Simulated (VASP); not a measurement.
# Al in VASP: relaxation of the atoms with PBEsol

Aim: the relaxation of the atoms of Al with PBEsol.

All numbers are computed with VASP 6.6.1; they aren't measurements. Logs are shortened: lines on timing, memory, paths and dates and some standing lists are left out, and cuts for length are marked.

## Step 1: The cell of the first run

The cell holds a slab with vacuum, 9 atoms: a = 2.836 Å, b = 2.836 Å, c = 35.644 Å, α = 90.00°, β = 90.00°, γ = 120.00°.

## Step 2: Relaxation of the atoms, PBEsol

File INCAR:

```
SYSTEM = Al
PREC = Accurate
ENCUT = 520
EDIFF = 1E-6
ISMEAR = 0
SIGMA = 0.1
LREAL = .FALSE.
LASPH = .TRUE.
NELM = 60
ALGO = Fast
ISIF = 2
LWAVE = .FALSE.
LCHARG = .FALSE.
LDIPOL = .TRUE.
IDIPOL = 3
DIPOL = 0.5 0.5 0.500
GGA = PS
IBRION = 2
NSW = 90
EDIFFG = -0.03
```

File KPOINTS:

```
Automatic mesh
0
G
  12 12 1
  0 0 0
```

File POSCAR:

```
Al
1.0
    2.8362844918      0.0000000000      0.0000000000
   -1.4181422459      2.4562944222      0.0000000000
    0.0000000000      0.0000000000     35.6442989108
Al
9
Selective dynamics
Direct
    0.3333333333      0.6666666667      0.2384673078  F F F
    0.0000000000      0.0000000000      0.3038504809  F F F
    0.6666666667      0.3333333333      0.3692336539  F F F
    0.0000000000      0.0000000000      0.4346168270  F F F
    0.3333333333      0.6666666667      0.5000000000  T T T
    0.0000000000      0.0000000000      0.5653831730  T T T
    0.6666666667      0.3333333333      0.6307663461  T T T
    0.0000000000      0.0000000000      0.6961495191  T T T
    0.3333333333      0.6666666667      0.7615326922  T T T
```

Potentials or basis: VASP PAW PBE potentials, release 64 (Al).

The run is started by

```sh
$ cat potpaw_PBE.64/Al/POTCAR > POTCAR
$ mpirun -np 1 vasp_std > vasp.out
```

OUTCAR:

```text
SYSTEM = Al
   PREC = Accurate
   ENCUT = 520
   EDIFF = 1E-6
   ISMEAR = 0
   LREAL = .FALSE.
   LASPH = .TRUE.
   NELM = 60
   ISIF = 2
   GGA = PS
   IBRION = 2
   NSW = 90
   EDIFFG = -0.03

 ion  position               nearest neighbor table
   1  0.333  0.667  0.238-   2 2.85   2 2.85   2 2.85
   2  0.000  0.000  0.304-   3 2.85   3 2.85   3 2.85   1 2.85   1 2.85   1 2.85
   3  0.667  0.333  0.369-   2 2.85   2 2.85   2 2.85   4 2.85   4 2.85   4 2.85
   4  0.000  0.000  0.435-   5 2.85   5 2.85   5 2.85   3 2.85   3 2.85   3 2.85
   5  0.333  0.667  0.500-   4 2.85   6 2.85   4 2.85   6 2.85   4 2.85   6 2.85
   6  0.000  0.000  0.565-   5 2.85   5 2.85   5 2.85   7 2.85   7 2.85   7 2.85
   7  0.667  0.333  0.631-   8 2.85   8 2.85   8 2.85   6 2.85   6 2.85   6 2.85
   8  0.000  0.000  0.696-   7 2.85   7 2.85   7 2.85   9 2.85   9 2.85   9 2.85
   9  0.333  0.667  0.762-   8 2.85   8 2.85   8 2.85

  LATTYP: Found a hexagonal cell.
 ALAT       =     2.8362844918
 C/A-ratio  =    12.5672509277

  Lattice vectors:

 A1 = (   2.8362844918,   0.0000000000,   0.0000000000)
 A2 = (  -1.4181422459,   2.4562944222,   0.0000000000)
 A3 = (   0.0000000000,   0.0000000000,  35.6442989108)

Analysis of symmetry for initial positions (statically):
=====================================================================
 Subroutine PRICEL returns:
 Original cell was already a primitive cell.

 Routine SETGRP: Setting up the symmetry group for a
 hexagonal supercell.

 Subroutine GETGRP returns: Found 12 space group operations
 (whereof 12 operations were pure point group operations)
 out of a pool of 24 trial point group operations.

The static configuration has the point symmetry D_3h.

Analysis of symmetry for dynamics (positions and initial velocities):
=====================================================================
 Subroutine PRICEL returns:
 Original cell was already a primitive cell.

 Routine SETGRP: Setting up the symmetry group for a
 hexagonal supercell.

 Subroutine GETGRP returns: Found 12 space group operations
 (whereof 12 operations were pure point group operations)
 out of a pool of 24 trial point group operations.

The dynamic configuration has the point symmetry D_3h.

Analysis of constrained symmetry for selective dynamics:
=====================================================================
 Subroutine PRICEL returns:
 Original cell was already a primitive cell.

 Routine SETGRP: Setting up the symmetry group for a
 hexagonal supercell.

 Subroutine GETGRP returns: Found  6 space group operations
 (whereof  6 operations were pure point group operations)
 out of a pool of 24 trial point group operations.

The constrained configuration has the point symmetry C_3v.

 Subroutine INISYM returns: Found  6 space group operations
 (whereof  6 operations are pure point group operations),
 and found     1 'primitive' translations

----------------------------------------------------------------------------------------

                                     Primitive cell

  volume of cell :     248.3249

  direct lattice vectors                    reciprocal lattice vectors
     2.836284492  0.000000000  0.000000000     0.352573941  0.203558660  0.000000000
    -1.418142246  2.456294422  0.000000000     0.000000000  0.407117319  0.000000000
     0.000000000  0.000000000 35.644298911     0.000000000  0.000000000  0.028054977

  length of vectors
     2.836284492  2.836284492 35.644298911     0.407117319  0.407117319  0.028054977

  position of ions in fractional coordinates (direct lattice)
     0.333333333  0.666666667  0.238467308
     0.000000000  0.000000000  0.303850481
     0.666666667  0.333333333  0.369233654
     0.000000000  0.000000000  0.434616827
     0.333333333  0.666666667  0.500000000
     0.000000000  0.000000000  0.565383173
     0.666666667  0.333333333  0.630766346
     0.000000000  0.000000000  0.696149519
     0.333333333  0.666666667  0.761532692
[... 25 lines left out ...]
     0.000000000  0.033926443  0.000000000     0.000000000  0.083333333  0.000000000
     0.000000000  0.000000000  0.028054977     0.000000000  0.000000000  1.000000000

  Length of vectors
     0.033926443  0.033926443  0.028054977

  Shift w.r.t. Gamma in fractional coordinates (k-lattice)
     0.000000000  0.000000000  0.000000000

 Subroutine IBZKPT returns following result:
 ===========================================

 Found     19 irreducible k-points:

 Following reciprocal coordinates:
            Coordinates               Weight
  0.000000  0.000000  0.000000      1.000000
  0.083333  0.000000  0.000000      6.000000
  0.166667  0.000000  0.000000      6.000000
  0.250000 -0.000000  0.000000      6.000000
  0.333333  0.000000  0.000000      6.000000
  0.416667  0.000000  0.000000      6.000000
[... 11 lines left out ...]
  0.333333  0.250000  0.000000     12.000000
  0.333333  0.333333  0.000000      2.000000
   k-points           NKPTS =     19   k-points in BZ     NKDIM =     19   number of bands    NBANDS=     18
   number of dos      NEDOS =    301   number of ions     NIONS =      9
   total plane-waves  NPLWV = 155520
   dimension x,y,z NGX =    24 NGY =   24 NGZ =  270
   dimension x,y,z NGXF=    48 NGYF=   48 NGZF=  540
   ions per type =               9
   NGX,Y,Z   is equivalent  to a cutoff of  14.07, 14.07, 12.59 a.u.
   NGXF,Y,Z  is equivalent  to a cutoff of  28.13, 28.13, 25.19 a.u.
 SYSTEM =  Al
   PREC   = accura    normal or accurate (medium, high low for compatibility)
   ISTART =      0    job   : 0-new  1-cont  2-samecut
   ICHARG =      2    charge: 1-file 2-atom 10-const
   ISPIN  =      1    spin polarized calculation?
   LNONCOLLINEAR =      F non collinear calculations
   LSORBIT =      F    spin-orbit coupling
   LASPH  =      T    aspherical Exc in radial PAW
   ENCUT  =  520.0 eV  38.22 Ry    6.18 a.u.   5.27  5.27 66.27*2*pi/ulx,y,z
   NELM   =     60;   NELMIN=  2; NELMDL= -5     # of ELM steps
   EDIFF  = 0.1E-05   stopping-criterion for ELM
   LREAL  =      F    real-space projection
   EDIFFG = -.3E-01   stopping-criterion for IOM
   NSW    =     90    number of steps for IOM
   IBRION =      2    ionic relax: 0-MD 1-quasi-New 2-CG
   NFREE  =      1    steps in history (QN), initial steepest desc. (CG)
   ISIF   =      2    stress and relaxation
   ISYM   =      2    0-nonsym 1-usesym 2-fastsym
   POTIM  = 0.5000    time-step for ionic-motion
   TEBEG  =    0.0;   TEEND  =   0.0 temperature during run
   PSTRESS=    0.0 pullay stress
   NELECT =      27.0000    total number of electrons
   NUPDOWN=      -1.0000    fix difference up-down
   EMIN   =  10.00;   EMAX   =-10.00  energy-range for DOS
   EFERMI =   0.00;   METHOD = LEGACY
   ISMEAR =     0;   SIGMA  =   0.10  broadening in eV -4-tet -1-fermi 0-gaus
   EFERMI_NEDOS =   21; number of points for ismear=-14 and -15
   IALGO  =     68    algorithm
   IMIX   =      4    mixing-type and parameters
     AMIX     =   0.40;   BMIX     =  1.00
     AMIX_MAG =   1.60;   BMIX_MAG =  1.00
  volume/ion in A,a.u.               =      27.59       186.20
  Fermi-wavevector in a.u.,A,eV,Ry     =   0.781369  1.476573  8.306860  0.610537
  Thomas-Fermi vector in A             =   1.884872
   LORBIT       =      0    0 simple, 1 ext, 2 COOP (PROOUT), +10 PAW based schemes
   GGA     = PS    functional components
   LHFCALC =     F    Hartree Fock is set to
   AEXX    =    0.0000 exact exchange contribution
   IVDW    =     0    specifies the selected vdW correction
   LEPSILON=     F    determine dielectric tensor
   LRPA    =     F    only Hartree local field effects (RPA)
 conjugate gradient relaxation of ions
 non-spin polarized calculation
 RMM-DIIS sequential band-by-band and
 Gauss-broadening in eV      SIGMA  =   0.10
  energy-cutoff  :      520.00
  volume of cell :      248.32
 maximum number of plane-waves:      6736
 NGX is ok and might be reduce to    24
   NGX = 11   NGY = 11   NGZ =133

--------------------------------------- Ionic step        1  -------------------------------------------

 number of electron      27.0000000 magnetization

 Free energy of the ion-electron system (eV)
  ---------------------------------------------------
  ext. energy  EPLUGINS =         0.00000000
  ---------------------------------------------------
  free energy    TOTEN  =       -35.91066556 eV

  energy without entropy =      -35.88659663  energy(sigma->0) =      -35.89863109

------------------------ aborting loop because EDIFF is reached ----------------------------------------

  FORCE on cell =-STRESS in cart. coord.  units (eV):
  Direction    XX          YY          ZZ          XY          YZ          ZX
  --------------------------------------------------------------------------------------
  -------------------------------------------------------------------------------------
  Total       -1.1181720     -1.1181720      0.1478339      0.0000000      0.0000000      0.0000000
  in kB       -7.2143781     -7.2143781      0.9538155      0.0000000      0.0000000      0.0000000
  external PRESSURE =      -4.4916469 kB  Pullay stress =       0.0000000 kB
[... 110 lines left out ...]
  FREE ENERGIE OF THE ION-ELECTRON SYSTEM (eV)
  ---------------------------------------------------
  free  energy   TOTEN  =       -35.9117222940 eV

  energy  without entropy=      -35.8880376011  energy(sigma->0) =      -35.89987995

 dipolmoment           0.000000      0.000000      0.000624 electrons x Angstroem

--------------------------------------- Ionic step        4  -------------------------------------------

 number of electron      27.0000000 magnetization

 dipolmoment           0.000000      0.000000     -0.000205 electrons x Angstroem

 Free energy of the ion-electron system (eV)
  ---------------------------------------------------
  ext. energy  EPLUGINS =         0.00000000
  ---------------------------------------------------
  free energy    TOTEN  =       -35.91190051 eV

  energy without entropy =      -35.88833225  energy(sigma->0) =      -35.90011638

 E-fermi :   3.0868     XC(G=0):  -6.5960

 val. band max:        3.0843498403   @ k =   0.4167   0.0000   0.0000
 cond. band min:       3.1155193805   @ k =   0.3333   0.1667   0.0000
 fundamental gap:      0.0311695402
 Fermi energy:         3.0867846648

 k-point     1 :       0.0000    0.0000    0.0000
  band No.  band energies     occupation
      1      -8.0303      2.00000
      2      -7.7932      2.00000
      3      -7.4153      2.00000
      4      -6.8747      2.00000
      5      -6.2063      2.00000
      6      -5.4007      2.00000
[... 388 lines left out ...]
     17       2.4907      2.00000
     18       2.6327      2.00000

------------------------ aborting loop because EDIFF is reached ----------------------------------------

 vacuum level on the upper side and lower side of the slab       (xc-potential included)        -0.161        -0.145

  FORCE on cell =-STRESS in cart. coord.  units (eV):
  Direction    XX          YY          ZZ          XY          YZ          ZX
  --------------------------------------------------------------------------------------
  -------------------------------------------------------------------------------------
  Total       -1.1441332     -1.1441332      0.1292670     -0.0000000      0.0000000     -0.0000000
  in kB       -7.3818784     -7.3818784      0.8340226     -0.0000000      0.0000000     -0.0000000
  external PRESSURE =      -4.6432447 kB  Pullay stress =       0.0000000 kB
[... 24 lines left out ...]
  FREE ENERGIE OF THE ION-ELECTRON SYSTEM (eV)
  ---------------------------------------------------
  free  energy   TOTEN  =       -35.9119005100 eV

  energy  without entropy=      -35.8883322473  energy(sigma->0) =      -35.90011638

 reached required accuracy - stopping structural energy minimisation

 vacuum level on the upper side and lower side of the slab         7.074         7.090
```

It took 8.3 min on 1 thread of Oxide Virtual Turin-like, shared host; peak memory 0.38 GiB.

Results:

* Free energy: -35.9119 eV
* Energy gained by relaxing: 0.1 meV/atom
* Ionic steps: 4

Step by step:
| step | energy change (eV) | largest force on free atoms (eV/Å) | pressure (GPa) |
| --- | --- | --- | --- |
| 1 | 0.0000 | 0.0918 | -0.45 |
| 2 | -0.0006 | 0.0661 | -0.45 |
| 3 | -0.0011 | 0.0321 | -0.46 |
| 4 | -0.0012 | 0.0284 | -0.46 |

Final structure:
```cif
data_structure
_symmetry_space_group_name_H-M 'P 1'
_symmetry_Int_Tables_number 1
_cell_length_a 2.8363
_cell_length_b 2.8363
_cell_length_c 35.6443
_cell_angle_alpha 90.000
_cell_angle_beta 90.000
_cell_angle_gamma 120.000
_cell_volume 248.32
loop_
_atom_site_label
_atom_site_type_symbol
_atom_site_fract_x
_atom_site_fract_y
_atom_site_fract_z
_atom_site_occupancy
Al1 Al 0.33333 0.66667 0.23847 1
Al2 Al 0.00000 0.00000 0.30385 1
Al3 Al 0.66667 0.33333 0.36923 1
Al4 Al 0.00000 0.00000 0.43462 1
Al5 Al 0.33333 0.66667 0.49994 1
Al6 Al 0.00000 0.00000 0.56496 1
Al7 Al 0.66667 0.33333 0.63089 1
Al8 Al 0.00000 0.00000 0.69597 1
Al9 Al 0.33333 0.66667 0.76176 1
```

Levels at points of the mesh, in eV from the Fermi level:
```
           k point  band 10  band 11  band 12  band 13  band 14  band 15  band 16  band 17
(0.00, 0.00, 0.00)    -4.04    -2.58    -1.10     0.42     1.89     3.13     3.96     4.16
(0.50, 0.00, 0.00)    -3.05    -2.62    -2.47    -1.90    -1.28    -0.55    -0.45     0.60
```

Caveat: the highest band is partly filled, so the run has too few bands; the PAW data sets were made with another functional, which shifts forces and pressure a little.
